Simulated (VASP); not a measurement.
# K (Im-3m) in VASP: further runs, part 2 of 3

VASP 6.6.1. Earlier steps stand in the parts before.

## (3) Single point, r2SCAN

Contents of POSCAR:

```
K
1.0
   -2.6699463634      2.6699463634      2.6699463634
    2.6699463634     -2.6699463634      2.6699463634
    2.6699463634      2.6699463634     -2.6699463634
K
1
Direct
    0.0000000000      0.0000000000      0.0000000000
```

Contents of INCAR.step1:

```
ALGO = Normal
EDIFF = 1E-4
ENCUT = 520
GGA = PE
ISMEAR = -1
LASPH = T
LCHARG = F
LREAL = F
LWAVE = T
NBANDS = 10
NELM = 100
PREC = Accurate
SIGMA = 0.1
```

Contents of INCAR.step2:

```
ALGO = Normal
EDIFF = 1E-6
ENCUT = 520
ISIF = 2
ISMEAR = -1
ISTART = 1
LASPH = T
LCHARG = T
LELF = T
LMIXTAU = T
LREAL = F
LVHAR = T
LWAVE = F
METAGGA = R2SCAN
NBANDS = 10
NELM = 100
PREC = Accurate
SIGMA = 0.1
```

Contents of KPOINTS:

```
k-points
0
Gamma
  5 5 5
```

Potentials or basis: VASP PAW PBE potentials, release 64 (K_sv).

On the command line:

```bash
$ cat potpaw_PBE.64/K_sv/POTCAR > POTCAR
$ cp INCAR.step1 INCAR
$ mpirun -np 1 vasp_std > vasp.out
$ cp INCAR.step2 INCAR
$ mpirun -np 1 vasp_std > vasp.out
```

OUTCAR:

```text
EDIFF = 1E-6
   ENCUT = 520
   ISIF = 2
   ISMEAR = -1
   ISTART = 1
   LASPH = T
   LREAL = F
   METAGGA = R2SCAN
   NELM = 100
   PREC = Accurate

 ion  position               nearest neighbor table
   1  0.000  0.000  0.000-

  LATTYP: Found a body centered cubic cell.
 ALAT       =     5.3398927268

  Lattice vectors:

 A1 = (  -2.6699463634,   2.6699463634,   2.6699463634)
 A2 = (   2.6699463634,  -2.6699463634,   2.6699463634)
 A3 = (   2.6699463634,   2.6699463634,  -2.6699463634)

Analysis of symmetry for initial positions (statically):
=====================================================================
 Subroutine PRICEL returns:
 Original cell was already a primitive cell.

 Routine SETGRP: Setting up the symmetry group for a
 body centered cubic supercell.

 Subroutine GETGRP returns: Found 48 space group operations
 (whereof 48 operations were pure point group operations)
 out of a pool of 48 trial point group operations.

The static configuration has the point symmetry O_h .
[... 147 lines left out ...]
 cond. band min:      -0.0569138810   @ k =  -0.4000   0.4000   0.2000
 fundamental gap:      0.4237508282
 Fermi energy:        -0.1302108937

 k-point     1 :       0.0000    0.0000    0.0000
  band No.  band energies     occupation
      1     -33.8165      2.00000
      2     -16.4900      2.00000
      3     -16.4900      2.00000
      4     -16.4900      2.00000
      5      -2.3927      2.00000
      6       4.5798      0.00000
      7       4.5799      0.00000
      8       4.5799      0.00000
      9       5.5201      0.00000
     10       5.5201      0.00000
[... 105 lines left out ...]
 k-point    10 :      -0.4000    0.4000    0.4000
  band No.  band energies     occupation
      1     -33.8105      2.00000
      2     -16.5330      2.00000
      3     -16.5293      2.00000
      4     -16.5293      2.00000
      5       0.9956      0.00003
      6       1.8694      0.00000
      7       3.5193      0.00000
      8       3.5193      0.00000
      9       3.7604      0.00000
     10       6.4125      0.00000

------------------------ aborting loop because EDIFF is reached ----------------------------------------

  FORCE on cell =-STRESS in cart. coord.  units (eV):
  Direction    XX          YY          ZZ          XY          YZ          ZX
  --------------------------------------------------------------------------------------
  -------------------------------------------------------------------------------------
  Total       -0.0033674     -0.0033674     -0.0033674      0.0000000     -0.0000000      0.0000000
  in kB       -0.0708651     -0.0708651     -0.0708651      0.0000000     -0.0000000      0.0000000
  external PRESSURE =      -0.0708651 kB  Pullay stress =       0.0000000 kB

 VOLUME and BASIS-vectors are now :
 -----------------------------------------------------------------------------
  energy-cutoff  :      520.00
  volume of cell :       76.13
      direct lattice vectors                 reciprocal lattice vectors
    -2.669946363  2.669946363  2.669946363     0.000000000  0.187269680  0.187269680
     2.669946363 -2.669946363  2.669946363     0.187269680  0.000000000  0.187269680
     2.669946363  2.669946363 -2.669946363     0.187269680  0.187269680  0.000000000

 POSITION                                       TOTAL-FORCE (eV/Angst)
 -----------------------------------------------------------------------------------
      0.00000      0.00000      0.00000         0.000000     -0.000000      0.000000
 -----------------------------------------------------------------------------------
    total drift:                               -0.000000      0.000000      0.000000

  FREE ENERGIE OF THE ION-ELECTRON SYSTEM (eV)
  ---------------------------------------------------
  free  energy   TOTEN  =        -6.0296150581 eV

  energy  without entropy=       -6.0020581426  energy(sigma->0) =       -6.01583660
```

OUTCAR.step1:

```text
EDIFF = 1E-4
   ENCUT = 520
   GGA = PE
   ISMEAR = -1
   LASPH = T
   LREAL = F
[... 327 lines left out ...]

 POSITION                                       TOTAL-FORCE (eV/Angst)
 -----------------------------------------------------------------------------------
      0.00000      0.00000      0.00000        -0.000000      0.000000     -0.000000
 -----------------------------------------------------------------------------------
    total drift:                               -0.000000      0.000000      0.000000

  FREE ENERGIE OF THE ION-ELECTRON SYSTEM (eV)
  ---------------------------------------------------
  free  energy   TOTEN  =        -1.0651808754 eV

  energy  without entropy=       -1.0369890269  energy(sigma->0) =       -1.05108495
```

OSZICAR.step1:

```text
N       E                     dE             d eps       ncg     rms          rms(c)
DAV:   1     0.412493041076E+02    0.41249E+02   -0.34466E+03   200   0.665E+02
DAV:   2     0.368771858027E+00   -0.40881E+02   -0.40363E+02   214   0.184E+02
DAV:   3    -0.100917614829E+01   -0.13779E+01   -0.13739E+01   328   0.262E+01
DAV:   4    -0.106384016395E+01   -0.54664E-01   -0.54636E-01   284   0.446E+00
DAV:   5    -0.106437753470E+01   -0.53737E-03   -0.53724E-03   280   0.486E-01    0.188E+00
DAV:   6    -0.106465545547E+01   -0.27792E-03   -0.13849E-03   316   0.228E-01    0.116E+00
DAV:   7    -0.106512074014E+01   -0.46528E-03   -0.25768E-03   302   0.326E-01    0.501E-02
DAV:   8    -0.106518087540E+01   -0.60135E-04   -0.97902E-05   212   0.113E-01
   1 F= -.10651809E+01 E0= -.10510850E+01  d E =-.281918E-01
```

Run time: 30 s. Hardware: 1 thread of Intel Xeon 6975P-C, shared host; peak memory 0.21 GiB.

What came out:

| Property | Result |
| --- | --- |
| Free energy | -6.0296 eV |
| Pressure | 0.0 GPa |

Caveat: the PAW data sets were made with another functional, which shifts forces and pressure a little.

## (4) Single point, r2SCAN

POSCAR is that of step 3.

Contents of INCAR.step1:

```
SYSTEM = K
ALGO     = Normal         ! electronic algorithm
EDIFF    = 1E-4           ! SCF threshold, eV
ENCUT    = 520            ! plane-wave cutoff, eV
GGA      = PE             ! functional
ISMEAR   = -1             ! smearing method
LASPH    = .TRUE.         ! aspherical terms in the spheres
LCHARG   = .FALSE.        ! write CHGCAR
LREAL    = .FALSE.        ! projectors in reciprocal space
LWAVE    = .TRUE.         ! write WAVECAR
NBANDS   = 10             ! bands
NELM     = 100            ! most SCF steps
PREC     = Accurate       ! precision mode
SIGMA    = 0.1            ! smearing width, eV
```

Contents of INCAR.step2:

```
SYSTEM = K
ALGO     = Normal         ! electronic algorithm
EDIFF    = 1E-6           ! SCF threshold, eV
ENCUT    = 520            ! plane-wave cutoff, eV
ISIF     = 2              ! what is computed and relaxed
ISMEAR   = -1             ! smearing method
ISTART   = 1            
LASPH    = .TRUE.         ! aspherical terms in the spheres
LCHARG   = .FALSE.        ! write CHGCAR
LMIXTAU  = .TRUE.       
LREAL    = .FALSE.        ! projectors in reciprocal space
LWAVE    = .FALSE.        ! write WAVECAR
METAGGA  = R2SCAN         ! meta-GGA
NBANDS   = 10             ! bands
NELM     = 100            ! most SCF steps
PREC     = Accurate       ! precision mode
SIGMA    = 0.1            ! smearing width, eV
```

Contents of KPOINTS:

```
k-points
0
G
  7 7 7
  0 0 0
```

Potentials or basis: VASP PAW PBE potentials, release 64 (K_sv).

On the command line:

```bash
$ cat potpaw_PBE.64/K_sv/POTCAR > POTCAR
$ cp INCAR.step1 INCAR
$ mpirun -np 1 vasp_std > vasp.out
$ cp INCAR.step2 INCAR
$ mpirun -np 1 vasp_std > vasp.out
```

OUTCAR:

```text
SYSTEM = K
   EDIFF = 1E-6
   ENCUT = 520
   ISIF = 2
   ISMEAR = -1
   ISTART = 1
   LASPH = .TRUE.
   LREAL = .FALSE.
   METAGGA = R2SCAN
   NELM = 100
   PREC = Accurate

 ion  position               nearest neighbor table
   1  0.000  0.000  0.000-

  LATTYP: Found a body centered cubic cell.
 ALAT       =     5.3398927268

  Lattice vectors:

 A1 = (  -2.6699463634,   2.6699463634,   2.6699463634)
 A2 = (   2.6699463634,  -2.6699463634,   2.6699463634)
 A3 = (   2.6699463634,   2.6699463634,  -2.6699463634)

Analysis of symmetry for initial positions (statically):
=====================================================================
 Subroutine PRICEL returns:
 Original cell was already a primitive cell.

 Routine SETGRP: Setting up the symmetry group for a
 body centered cubic supercell.

 Subroutine GETGRP returns: Found 48 space group operations
 (whereof 48 operations were pure point group operations)
 out of a pool of 48 trial point group operations.

The static configuration has the point symmetry O_h .

Analysis of symmetry for dynamics (positions and initial velocities):
=====================================================================
 Subroutine PRICEL returns:
 Original cell was already a primitive cell.

 Routine SETGRP: Setting up the symmetry group for a
 body centered cubic supercell.

 Subroutine GETGRP returns: Found 48 space group operations
 (whereof 48 operations were pure point group operations)
 out of a pool of 48 trial point group operations.

The dynamic configuration has the point symmetry O_h .

 Subroutine INISYM returns: Found 48 space group operations
 (whereof 48 operations are pure point group operations),
 and found     1 'primitive' translations

----------------------------------------------------------------------------------------

                                     Primitive cell

[... 105 lines left out ...]
  Fermi-wavevector in a.u.,A,eV,Ry     =   0.803464  1.518327  8.783303  0.645555
  Thomas-Fermi vector in A             =   1.911336
   LORBIT       =      0    0 simple, 1 ext, 2 COOP (PROOUT), +10 PAW based schemes
   METAGGA = R2SCAN    functional components
   LHFCALC =     F    Hartree Fock is set to
   AEXX    =    0.0000 exact exchange contribution
   IVDW    =     0    specifies the selected vdW correction
   LEPSILON=     F    determine dielectric tensor
   LRPA    =     F    only Hartree local field effects (RPA)
 non-spin polarized calculation
  energy-cutoff  :      520.00
  volume of cell :       76.13
 maximum number of plane-waves:      2093
   NGX = 17   NGY = 17   NGZ = 17

 number of electron       9.0000001 magnetization

 Free energy of the ion-electron system (eV)
  ---------------------------------------------------
  ext. energy  EPLUGINS =         0.00000000
  ---------------------------------------------------
  free energy    TOTEN  =        -6.02619931 eV

  energy without entropy =       -6.00204578  energy(sigma->0) =       -6.01412254

 E-fermi :  -0.1425     XC(G=0):  -5.8196

 val. band max:       -0.2242997395   @ k =   0.4286   0.0000   0.0000
 cond. band min:      -0.0102138827   @ k =  -0.4286   0.4286   0.1429
 fundamental gap:      0.2140858568
 Fermi energy:        -0.1425289270

 k-point     1 :       0.0000    0.0000    0.0000
  band No.  band energies     occupation
      1     -33.8168      2.00000
      2     -16.4903      2.00000
      3     -16.4903      2.00000
      4     -16.4903      2.00000
      5      -2.3925      2.00000
      6       4.5800      0.00000
      7       4.5800      0.00000
      8       4.5800      0.00000
      9       5.5200      0.00000
     10       5.5200      0.00000
[... 235 lines left out ...]
 k-point    20 :      -0.4286    0.4286    0.4286
  band No.  band energies     occupation
      1     -33.8106      2.00000
      2     -16.5338      2.00000
      3     -16.5318      2.00000
      4     -16.5318      2.00000
      5       1.2975      0.00000
      6       1.7659      0.00000
      7       3.5258      0.00000
      8       3.5259      0.00000
      9       3.6296      0.00000
     10       6.5912      0.00000

------------------------ aborting loop because EDIFF is reached ----------------------------------------

  FORCE on cell =-STRESS in cart. coord.  units (eV):
  Direction    XX          YY          ZZ          XY          YZ          ZX
  --------------------------------------------------------------------------------------
  -------------------------------------------------------------------------------------
  Total       -0.0039055     -0.0039055     -0.0039055      0.0000000      0.0000000      0.0000000
  in kB       -0.0821904     -0.0821904     -0.0821904      0.0000000      0.0000000      0.0000000
  external PRESSURE =      -0.0821904 kB  Pullay stress =       0.0000000 kB

 VOLUME and BASIS-vectors are now :
 -----------------------------------------------------------------------------
  energy-cutoff  :      520.00
  volume of cell :       76.13
      direct lattice vectors                 reciprocal lattice vectors
    -2.669946363  2.669946363  2.669946363     0.000000000  0.187269680  0.187269680
     2.669946363 -2.669946363  2.669946363     0.187269680  0.000000000  0.187269680
     2.669946363  2.669946363 -2.669946363     0.187269680  0.187269680  0.000000000

 POSITION                                       TOTAL-FORCE (eV/Angst)
 -----------------------------------------------------------------------------------
      0.00000      0.00000      0.00000        -0.000000      0.000000     -0.000000
 -----------------------------------------------------------------------------------
    total drift:                               -0.000000      0.000000      0.000000

  FREE ENERGIE OF THE ION-ELECTRON SYSTEM (eV)
  ---------------------------------------------------
  free  energy   TOTEN  =        -6.0261993081 eV

  energy  without entropy=       -6.0020457791  energy(sigma->0) =       -6.01412254
```

OUTCAR.step1:

```text
SYSTEM = K
   EDIFF = 1E-4
   ENCUT = 520
   GGA = PE
   ISMEAR = -1
[... 468 lines left out ...]

 POSITION                                       TOTAL-FORCE (eV/Angst)
 -----------------------------------------------------------------------------------
      0.00000      0.00000      0.00000        -0.000000      0.000000      0.000000
 -----------------------------------------------------------------------------------
    total drift:                               -0.000000      0.000000      0.000000

  FREE ENERGIE OF THE ION-ELECTRON SYSTEM (eV)
  ---------------------------------------------------
  free  energy   TOTEN  =        -1.0614674911 eV

  energy  without entropy=       -1.0359326152  energy(sigma->0) =       -1.04870005
```

Run time: 47 s. Hardware: 1 thread of Intel Xeon 6975P-C, shared host; peak memory 0.21 GiB.

Results:

```yaml
Free_energy: -6.0262 eV
Pressure: 0.0 GPa
```

Caveat: the PAW data sets were made with another functional, which shifts forces and pressure a little.

## (5) Single point, r2SCAN

POSCAR is that of step 4.

Contents of INCAR.step1:

```
SYSTEM = K
PREC = Accurate
ENCUT = 520
ISMEAR = -1
SIGMA = 0.1
LREAL = .False.
LASPH = .True.
NELM = 100
NBANDS = 10
GGA = PE
ALGO = Normal
EDIFF = 1E-4
LWAVE = .True.
LCHARG = .False.
```

Contents of INCAR.step2:

```
SYSTEM = K
PREC = Accurate
ENCUT = 520
EDIFF = 1E-7
ISMEAR = -1
SIGMA = 0.1
LREAL = .False.
LASPH = .True.
NELM = 100
ALGO = Normal
ISIF = 2
LWAVE = .False.
LCHARG = .False.
METAGGA = R2SCAN
LMIXTAU = .True.
NBANDS = 10
ISTART = 1
```

Contents of KPOINTS:

```
Automatic mesh
0
Gamma
  8 8 8
  0 0 0
```

On the command line:

```bash
$ cat potpaw_PBE.64/K_sv/POTCAR > POTCAR
$ cp INCAR.step1 INCAR
$ mpirun -np 1 vasp_std > vasp.out
$ cp INCAR.step2 INCAR
$ mpirun -np 1 vasp_std > vasp.out
```

It took 82 s on 1 thread of Intel Xeon 6975P-C, shared host; peak memory 0.21 GiB.

The run converged. Its results:

```
Free energy : -6.0213 eV
Pressure    : 0.0 GPa
```

Levels at points of the mesh, in eV from the Fermi level:
| k point | band 2 | band 3 | band 4 | band 5 | band 6 | band 7 |
| --- | --- | --- | --- | --- | --- | --- |
| (0.00, 0.00, 0.00) | -16.36 | -16.36 | -16.36 | -2.26 | 4.71 | 4.71 |
| (0.50, 0.00, 0.00) | -16.42 | -16.38 | -16.36 | 0.56 | 0.61 | 3.47 |
| (0.50, 0.50, 0.50) | -16.40 | -16.40 | -16.40 | 1.79 | 1.79 | 3.67 |

Caveat: the PAW data sets were made with another functional, which shifts forces and pressure a little.

[end of part 2 of 3]
